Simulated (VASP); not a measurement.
# In3As (Pm-3m) in VASP: settings compared

In3As is run at these levels: PBE+D3(BJ), r2SCAN+D3(BJ); tasks: single point, relaxation of cell and atoms.

All numbers are computed with VASP 6.6.1; they aren't measurements. Logs are shortened: lines on timing, memory, paths and dates and some standing lists are left out, and cuts for length are marked.

### Step 1. The cell of the first run

Symmetry: Pm-3m, No. 221, cubic system. Conventional cell: a = 4.608 Å, b = 4.608 Å, c = 4.608 Å, α = 90.00°, β = 90.00°, γ = 90.00°. In (site symmetry 4/mmm) has 8 In at 3.26 Å and 4 As at 3.26 Å within 4.3 Å. Within 4.3 Å of As (site symmetry m-3m) lie 12 In at 3.26 Å.

### Step 2. Single point, PBE+D3(BJ)

Input file INCAR:

```
PREC = Accurate
ENCUT = 520
EDIFF = 1E-6
ISMEAR = -1
SIGMA = 0.1
LREAL = False
LASPH = True
NELM = 60
ALGO = Normal
ISIF = 2
LWAVE = False
LCHARG = True
GGA = PE
IVDW = 12
LELF = True
LVHAR = True
NBANDS = 30
```

Input file KPOINTS:

```
Automatic mesh
0
Gamma
  3 3 3
```

Input file POSCAR:

```
In3As
1.0
    4.6082120410      0.0000000000      0.0000000000
    0.0000000000      4.6082120410      0.0000000000
    0.0000000000      0.0000000000      4.6082120410
In As
3 1
Direct
    0.0000000000      0.5000000000      0.5000000000
    0.5000000000      0.0000000000      0.5000000000
    0.5000000000      0.5000000000      0.0000000000
    0.0000000000      0.0000000000      0.0000000000
```

Potentials or basis: VASP PAW PBE potentials, release 64 (In_d, As).

On the command line:

```console
cat potpaw_PBE.64/In_d/POTCAR potpaw_PBE.64/As/POTCAR > POTCAR
mpirun -np 1 vasp_std > vasp.out
```

OUTCAR:

```text
PREC = Accurate
   ENCUT = 520
   EDIFF = 1E-6
   ISMEAR = -1
   LREAL = False
   LASPH = True
   NELM = 60
   ISIF = 2
   GGA = PE
   IVDW = 12
 IVDW          = 12

 ion  position               nearest neighbor table
   1  0.000  0.500  0.500-   2 3.26   3 3.26   4 3.26   3 3.26   4 3.26   2 3.26   4 3.26   4 3.26
                             2 3.26   3 3.26   3 3.26   2 3.26
   2  0.500  0.000  0.500-   1 3.26   3 3.26   4 3.26   3 3.26   4 3.26   1 3.26   3 3.26   3 3.26
                             1 3.26   4 3.26   4 3.26   1 3.26
   3  0.500  0.500  0.000-   1 3.26   2 3.26   4 3.26   1 3.26   2 3.26   2 3.26   4 3.26   2 3.26
                             1 3.26   4 3.26   1 3.26   4 3.26
   4  0.000  0.000  0.000-   1 3.26   2 3.26   3 3.26   1 3.26   2 3.26   1 3.26   3 3.26   1 3.26
                             2 3.26   3 3.26   2 3.26   3 3.26

  LATTYP: Found a simple cubic cell.
 ALAT       =     4.6082120410

  Lattice vectors:

 A1 = (   4.6082120410,   0.0000000000,   0.0000000000)
 A2 = (   0.0000000000,   4.6082120410,   0.0000000000)
 A3 = (   0.0000000000,   0.0000000000,   4.6082120410)

Analysis of symmetry for initial positions (statically):
=====================================================================
 Subroutine PRICEL returns:
 Original cell was already a primitive cell.

 Routine SETGRP: Setting up the symmetry group for a
 simple cubic supercell.

 Subroutine GETGRP returns: Found 48 space group operations
 (whereof 48 operations were pure point group operations)
 out of a pool of 48 trial point group operations.

The static configuration has the point symmetry O_h .

Analysis of symmetry for dynamics (positions and initial velocities):
=====================================================================
 Subroutine PRICEL returns:
 Original cell was already a primitive cell.

 Routine SETGRP: Setting up the symmetry group for a
 simple cubic supercell.

 Subroutine GETGRP returns: Found 48 space group operations
 (whereof 48 operations were pure point group operations)
 out of a pool of 48 trial point group operations.

The dynamic configuration has the point symmetry O_h .

 Subroutine INISYM returns: Found 48 space group operations
 (whereof 48 operations are pure point group operations),
 and found     1 'primitive' translations

----------------------------------------------------------------------------------------

                                     Primitive cell

  volume of cell :      97.8582

  direct lattice vectors                    reciprocal lattice vectors
     4.608212041  0.000000000  0.000000000     0.217003903  0.000000000  0.000000000
     0.000000000  4.608212041  0.000000000     0.000000000  0.217003903  0.000000000
     0.000000000  0.000000000  4.608212041     0.000000000  0.000000000  0.217003903

  length of vectors
     4.608212041  4.608212041  4.608212041     0.217003903  0.217003903  0.217003903

  position of ions in fractional coordinates (direct lattice)
     0.000000000  0.500000000  0.500000000
     0.500000000  0.000000000  0.500000000
     0.500000000  0.500000000  0.000000000
     0.000000000  0.000000000  0.000000000

  ion indices of the primitive-cell ions
   primitive index   ion index
                 1           1
                 2           2
                 3           3
                 4           4

----------------------------------------------------------------------------------------

 KPOINTS: Automatic mesh

Automatic generation of k-mesh.
 Grid dimensions read from file:
 generate k-points for:    3    3    3

 Generating k-lattice:

  Cartesian coordinates                     Fractional coordinates (reciprocal lattice)
     0.072334634  0.000000000  0.000000000     0.333333333  0.000000000  0.000000000
     0.000000000  0.072334634  0.000000000     0.000000000  0.333333333  0.000000000
     0.000000000  0.000000000  0.072334634     0.000000000  0.000000000  0.333333333

  Length of vectors
     0.072334634  0.072334634  0.072334634

  Shift w.r.t. Gamma in fractional coordinates (k-lattice)
     0.000000000  0.000000000  0.000000000

 Subroutine IBZKPT returns following result:
 ===========================================

 Found      4 irreducible k-points:

 Following reciprocal coordinates:
            Coordinates               Weight
  0.000000  0.000000  0.000000      1.000000
  0.333333  0.000000  0.000000      6.000000
  0.333333  0.333333  0.000000     12.000000
  0.333333  0.333333  0.333333      8.000000
   k-points           NKPTS =      4   k-points in BZ     NKDIM =      4   number of bands    NBANDS=     30
   number of dos      NEDOS =    301   number of ions     NIONS =      4
   total plane-waves  NPLWV =  46656
   dimension x,y,z NGX =    36 NGY =   36 NGZ =   36
   dimension x,y,z NGXF=    72 NGYF=   72 NGZF=   72
   ions per type =               3   1
   NGX,Y,Z   is equivalent  to a cutoff of  12.99, 12.99, 12.99 a.u.
   NGXF,Y,Z  is equivalent  to a cutoff of  25.97, 25.97, 25.97 a.u.
 SYSTEM =  unknown system
   PREC   = accura    normal or accurate (medium, high low for compatibility)
   ISTART =      0    job   : 0-new  1-cont  2-samecut
   ICHARG =      2    charge: 1-file 2-atom 10-const
   ISPIN  =      1    spin polarized calculation?
   LNONCOLLINEAR =      F non collinear calculations
   LSORBIT =      F    spin-orbit coupling
   LASPH  =      T    aspherical Exc in radial PAW
   ENCUT  =  520.0 eV  38.22 Ry    6.18 a.u.   8.57  8.57  8.57*2*pi/ulx,y,z
   NELM   =     60;   NELMIN=  2; NELMDL= -5     # of ELM steps
   EDIFF  = 0.1E-05   stopping-criterion for ELM
   LREAL  =      F    real-space projection
   EDIFFG = 0.1E-04   stopping-criterion for IOM
   NSW    =      0    number of steps for IOM
   IBRION =     -1    ionic relax: 0-MD 1-quasi-New 2-CG
   NFREE  =      0    steps in history (QN), initial steepest desc. (CG)
   ISIF   =      2    stress and relaxation
   ISYM   =      2    0-nonsym 1-usesym 2-fastsym
   POTIM  = 0.5000    time-step for ionic-motion
   TEBEG  =    0.0;   TEEND  =   0.0 temperature during run
   PSTRESS=    0.0 pullay stress
   NELECT =      44.0000    total number of electrons
   NUPDOWN=      -1.0000    fix difference up-down
   EMIN   =  10.00;   EMAX   =-10.00  energy-range for DOS
   EFERMI =   0.00;   METHOD = LEGACY
   ISMEAR =    -1;   SIGMA  =   0.10  broadening in eV -4-tet -1-fermi 0-gaus
   EFERMI_NEDOS =   21; number of points for ismear=-14 and -15
   IALGO  =     38    algorithm
   IMIX   =      4    mixing-type and parameters
     AMIX     =   0.40;   BMIX     =  1.00
     AMIX_MAG =   1.60;   BMIX_MAG =  1.00
  volume/ion in A,a.u.               =      24.46       165.09
  Fermi-wavevector in a.u.,A,eV,Ry     =   1.254180  2.370057 21.401528  1.572968
  Thomas-Fermi vector in A             =   2.387997
   LORBIT       =      0    0 simple, 1 ext, 2 COOP (PROOUT), +10 PAW based schemes
   GGA     = PE    functional components
   LHFCALC =     F    Hartree Fock is set to
   AEXX    =    0.0000 exact exchange contribution
   IVDW    =    12    specifies the selected vdW correction
   LEPSILON=     F    determine dielectric tensor
   LRPA    =     F    only Hartree local field effects (RPA)
 non-spin polarized calculation
  energy-cutoff  :      520.00
  volume of cell :       97.86
 maximum number of plane-waves:      2644
 NGX is ok and might be reduce to    36
   NGX = 17   NGY = 17   NGZ = 17

 number of electron      43.9999959 magnetization

 Free energy of the ion-electron system (eV)
  ---------------------------------------------------
  ext. energy  EPLUGINS =         0.00000000
  ---------------------------------------------------
  free energy    TOTEN  =       -11.93125307 eV

  energy without entropy =      -11.82692709  energy(sigma->0) =      -11.87909008

 E-fermi :   7.5629     XC(G=0): -10.3375

 val. band max:        7.3517136906   @ k =   0.3333   0.0000   0.0000
 cond. band min:       7.6575541438   @ k =   0.3333   0.3333   0.0000
 fundamental gap:      0.3058404532
 Fermi energy:         7.5629088868

 k-point     1 :       0.0000    0.0000    0.0000
  band No.  band energies     occupation
      1      -7.6761      2.00000
      2      -7.6621      2.00000
      3      -7.6621      2.00000
      4      -7.6621      2.00000
      5      -7.4823      2.00000
      6      -7.4823      2.00000
      7      -7.3006      2.00000
      8      -7.3006      2.00000
      9      -7.3006      2.00000
     10      -7.2158      2.00000
     11      -7.2158      2.00000
     12      -7.1172      2.00000
     13      -7.0718      2.00000
     14      -7.0718      2.00000
     15      -7.0718      2.00000
     16      -4.3432      2.00000
     17       0.8390      2.00000
     18       4.0729      2.00000
     19       4.0729      2.00000
     20       4.0729      2.00000
     21       5.2654      2.00000
     22       5.2654      2.00000
     23       9.2291      0.00000
     24       9.2291      0.00000
     25       9.2291      0.00000
     26      11.7527      0.00000
     27      11.7527      0.00000
     28      11.7527      0.00000
     29      13.2284      0.00000
     30      14.4515      0.00000

 k-point     2 :       0.3333    0.0000    0.0000
  band No.  band energies     occupation
      1      -7.6430      2.00000
      2      -7.5715      2.00000
      3      -7.5360      2.00000
      4      -7.5360      2.00000
      5      -7.4656      2.00000
      6      -7.4011      2.00000
      7      -7.3199      2.00000
      8      -7.3171      2.00000
      9      -7.3171      2.00000
     10      -7.2995      2.00000
     11      -7.2196      2.00000
     12      -7.2196      2.00000
     13      -7.2155      2.00000
     14      -7.1840      2.00000
     15      -7.0718      2.00000
     16      -3.8704      2.00000
     17      -0.3791      2.00000
     18       2.8094      2.00000
     19       4.8887      2.00000
     20       4.8887      2.00000
     21       5.7607      2.00000
     22       7.3517      1.78412
     23       7.7703      0.22322
     24       7.7703      0.22322
     25       9.1563      0.00000
     26       9.8312      0.00000
     27      11.4806      0.00000
     28      11.4806      0.00000
     29      14.4661      0.00000
     30      14.4874      0.00000

 k-point     3 :       0.3333    0.3333    0.0000
  band No.  band energies     occupation
      1      -7.5530      2.00000
      2      -7.5505      2.00000
      3      -7.4855      2.00000
      4      -7.4564      2.00000
      5      -7.4537      2.00000
      6      -7.4001      2.00000
      7      -7.3702      2.00000
      8      -7.3451      2.00000
      9      -7.3101      2.00000
     10      -7.2862      2.00000
     11      -7.2604      2.00000
     12      -7.2567      2.00000
     13      -7.2496      2.00000
     14      -7.1843      2.00000
     15      -7.1815      2.00000
     16      -3.4533      2.00000
     17       0.0180      2.00000
     18       1.4149      2.00000
     19       3.2812      2.00000
     20       5.5950      2.00000
     21       5.8092      2.00000
     22       7.6576      0.55920
     23       8.1846      0.00398
     24       8.2586      0.00190
     25       9.4582      0.00000
     26       9.8214      0.00000
     27      11.5421      0.00000
     28      11.6680      0.00000
     29      12.1414      0.00000
     30      12.4624      0.00000

 k-point     4 :       0.3333    0.3333    0.3333
  band No.  band energies     occupation
      1      -7.5814      2.00000
      2      -7.5205      2.00000
      3      -7.5162      2.00000
      4      -7.5162      2.00000
      5      -7.4435      2.00000
      6      -7.4435      2.00000
      7      -7.3913      2.00000
      8      -7.3725      2.00000
      9      -7.2757      2.00000
     10      -7.2757      2.00000
     11      -7.2585      2.00000
     12      -7.2585      2.00000
     13      -7.1992      2.00000
     14      -7.1992      2.00000
     15      -7.1070      2.00000
     16      -3.0762      2.00000
     17       0.5927      2.00000
     18       2.2492      2.00000
     19       2.2492      2.00000
     20       4.2988      2.00000
     21       4.6917      2.00000
     22       4.6917      2.00000
     23       7.1061      1.97945
     24       9.5408      0.00000
     25      11.0799      0.00000
     26      11.0799      0.00000
     27      13.0302      0.00000
     28      13.0302      0.00000
     29      14.6066      0.00000
     30      15.7435      0.00000

------------------------ aborting loop because EDIFF is reached ----------------------------------------

 Edisp (eV)   -1.45363

 E8    (eV) :    -0.6975

  FORCE on cell =-STRESS in cart. coord.  units (eV):
  Direction    XX          YY          ZZ          XY          YZ          ZX
  --------------------------------------------------------------------------------------
  -------------------------------------------------------------------------------------
  Total      -0.00011    -0.00011    -0.00011    -0.00000     0.00000     0.00000
  in kB      -0.00172    -0.00172    -0.00172    -0.00000     0.00000     0.00000
  external pressure =       -0.00 kB  Pullay stress =        0.00 kB

 VOLUME and BASIS-vectors are now :
 -----------------------------------------------------------------------------
  energy-cutoff  :      520.00
  volume of cell :       97.86
      direct lattice vectors                 reciprocal lattice vectors
     4.608212041  0.000000000  0.000000000     0.217003903  0.000000000  0.000000000
     0.000000000  4.608212041  0.000000000     0.000000000  0.217003903  0.000000000
     0.000000000  0.000000000  4.608212041     0.000000000  0.000000000  0.217003903

 POSITION                                       TOTAL-FORCE (eV/Angst)
 -----------------------------------------------------------------------------------
      0.00000      2.30411      2.30411         0.000000      0.000000      0.000000
      2.30411      0.00000      2.30411         0.000000      0.000000      0.000000
      2.30411      2.30411      0.00000         0.000000      0.000000      0.000000
      0.00000      0.00000      0.00000         0.000000      0.000000      0.000000
 -----------------------------------------------------------------------------------
    total drift:                                0.000000      0.000000      0.000000

  FREE ENERGIE OF THE ION-ELECTRON SYSTEM (eV)
  ---------------------------------------------------
  free  energy   TOTEN  =       -13.3848793701 eV

  energy  without entropy=      -13.2805533943  energy(sigma->0) =      -13.33271638
```

It took 15 s on 1 thread of Intel Xeon 6975P-C, shared host; peak memory 0.21 GiB.

What came out:

```yaml
Free_energy: -13.3849 eV
Pressure: 0.0 GPa
Band_gap_on_the_k_mesh: zero (band 22 reaches 7.66 eV, above the bottom of band 23 at 7.11 eV)
Dispersion_energy_per_atom: -0.363 eV
```

Caveat: the k points lie up to 0.45 Å⁻¹ apart; spin-orbit coupling is left out, which moves the levels of the heavy elements; pairwise dispersion overbinds metals, which lowers pressure and volume.

### Step 3. Relaxation of cell and atoms, PBE+D3(BJ)

This run uses another cell than the first one, of 25.49 Å³/atom, 1.042 times its volume.

Input file INCAR:

```
PREC = Accurate ; ENCUT = 600
EDIFF = 1E-6 ; ISMEAR = -1
SIGMA = 0.1 ; LREAL = False
LASPH = True ; NELM = 80
ALGO = Normal ; ISIF = 3
LWAVE = False ; LCHARG = False
GGA = PE ; IVDW = 12
IBRION = 2 ; NSW = 60
EDIFFG = -0.02
```

Input file KPOINTS:

```
regular mesh
0
Gamma
  3 3 3
```

Input file POSCAR:

```
In3As
1.0
    4.6716810000      0.0000000000      0.0000000000
    0.0000000000      4.6716810000      0.0000000000
    0.0000000000      0.0000000000      4.6716810000
In As
3 1
Direct
    0.0000000000      0.5000000000      0.5000000000
    0.5000000000      0.0000000000      0.5000000000
    0.5000000000      0.5000000000      0.0000000000
    0.0000000000      0.0000000000      0.0000000000
```

Potentials or basis: VASP PAW PBE potentials, release 64 (In_d, As).

On the command line:

```console
cat potpaw_PBE.64/In_d/POTCAR potpaw_PBE.64/As/POTCAR > POTCAR
mpirun -np 1 vasp_std > vasp.out
```

Run time: 29 s. Hardware: 1 thread of Intel Xeon 6975P-C, shared host; peak memory 0.25 GiB.

It converged, with:

```
Free energy                            : -13.3851 eV
Relaxed volume                         : 24.56 Å³/atom
Relaxed cell                           : a = 4.614 Å, b = 4.614 Å, c = 4.614 Å, α = 90.00°, β = 90.00°, γ = 90.00°
Space group after relaxing (to 0.05 Å) : Pm-3m (No. 221)
Energy gained by relaxing              : 5.1 meV/atom
Ionic steps                            : 2
Pressure after relaxing                : -0.1 GPa
Band gap on the k mesh                 : zero (band 22 reaches 7.61 eV, above the bottom of band 23 at 7.06 eV)
Dispersion energy per atom             : -0.362 eV
```

The path:
```
step  energy change (eV)  largest force (eV/Å)  pressure (GPa)  volume (Å³)
   1              0.0000                0.0000           -1.61       101.96
   2             -0.0205                0.0000           -0.09        98.23
```

Final structure:
```
In As
1.0
     4.61401    0.00000    0.00000
     0.00000    4.61401    0.00000
     0.00000    0.00000    4.61401
In As
3 1
Direct
  0.00000 0.50000 0.50000
  0.50000 0.00000 0.50000
  0.50000 0.50000 0.00000
  0.00000 0.00000 0.00000
```

Levels at points of the mesh, in eV from the Fermi level:
```csv
k point,band 19,band 20,band 21,band 22,band 23,band 24,band 25,band 26
"(0.00, 0.00, 0.00)",-3.47,-3.47,-2.30,-2.30,1.67,1.67,1.67,4.18
```

Caveat: the k points lie up to 0.45 Å⁻¹ apart in the final cell; spin-orbit coupling is left out, which moves the levels of the heavy elements; pairwise dispersion overbinds metals, which lowers pressure and volume.

### Step 4. Single point, r2SCAN+D3(BJ)

Input file POSCAR:

```
In3As
1.0
    4.6082120410      0.0000000000      0.0000000000
    0.0000000000      4.6082120410      0.0000000000
    0.0000000000      0.0000000000      4.6082120410
In As
3 1
Direct
    0.0000000000      0.5000000000      0.5000000000
    0.5000000000      0.0000000000      0.5000000000
    0.5000000000      0.5000000000      0.0000000000
    0.0000000000      0.0000000000      0.0000000000
```

Input file INCAR.step1:

```
PREC = Accurate
ENCUT = 520
ISMEAR = -1
SIGMA = 0.1
LREAL = False
LASPH = True
NELM = 80
NBANDS = 30
GGA = PE
ALGO = Normal
EDIFF = 1E-4
LWAVE = True
LCHARG = False
```

Input file INCAR.step2:

```
PREC = Accurate
ENCUT = 520
EDIFF = 1E-7
ISMEAR = -1
SIGMA = 0.1
LREAL = False
LASPH = True
NELM = 80
ALGO = Normal
ISIF = 2
LWAVE = False
LCHARG = False
METAGGA = R2SCAN
LMIXTAU = True
IVDW = 12
VDW_S6 = 1.0
VDW_S8 = 0.78981345
VDW_A1 = 0.49484001
VDW_A2 = 5.73083694
NBANDS = 30
ISTART = 1
```

Input file KPOINTS:

```
regular mesh
0
Gamma
  5 5 5
```

On the command line:

```console
cat potpaw_PBE.64/In_d/POTCAR potpaw_PBE.64/As/POTCAR > POTCAR
cp INCAR.step1 INCAR
mpirun -np 1 vasp_std > vasp.out
cp INCAR.step2 INCAR
mpirun -np 1 vasp_std > vasp.out
```

Wall time 2.1 min (1 thread of Intel Xeon 6975P-C, shared host); peak memory 0.23 GiB.

Results (log left out):

```
Free energy                : -82.6266 eV
Pressure                   : 0.1 GPa
Band gap on the k mesh     : zero (band 22 reaches 7.66 eV, above the bottom of band 23 at 5.25 eV)
Dispersion energy per atom : -0.173 eV
```

Levels at points of the mesh, in eV from the Fermi level:
```
           k point  band 18  band 19  band 20  band 21  band 22  band 23  band 24  band 25  band 26  band 27
(0.00, 0.00, 0.00)    -3.40    -3.40    -3.40    -1.92    -1.92     2.04     2.04     2.04     4.78     4.78
```

Caveat: the PAW data sets were made with another functional, which shifts forces and pressure a little; spin-orbit coupling is left out, which moves the levels of the heavy elements; pairwise dispersion overbinds metals, which lowers pressure and volume.

### Step 5. Overview

```csv
task,level,cell,k mesh,cutoff (eV),gap on the mesh (eV),pressure (GPa)
single point,PBE+D3(BJ),"a = 4.608 Å, 4 atoms",3 × 3 × 3,520,none,0.0
relaxation of cell and atoms,PBE+D3(BJ),"relaxed from a = 4.672 Å, 4 atoms",3 × 3 × 3,600,none,-0.1
single point,r2SCAN+D3(BJ),"a = 4.608 Å, 4 atoms",5 × 5 × 5,520,none,0.1
```

Alike in all rows: potentials or basis VASP PAW PBE potentials, release 64 (In_d, As); no spin polarisation; smearing fermi-dirac 0.1 eV.

Caveats: some runs use coarse meshes; spin-orbit coupling is left out, which moves the levels of the heavy elements; pairwise dispersion overbinds metals, which lowers pressure and volume; the PAW data sets were made with another functional, which shifts forces and pressure a little (some runs).

Absolute energies hang on the potentials; compare differences alone.
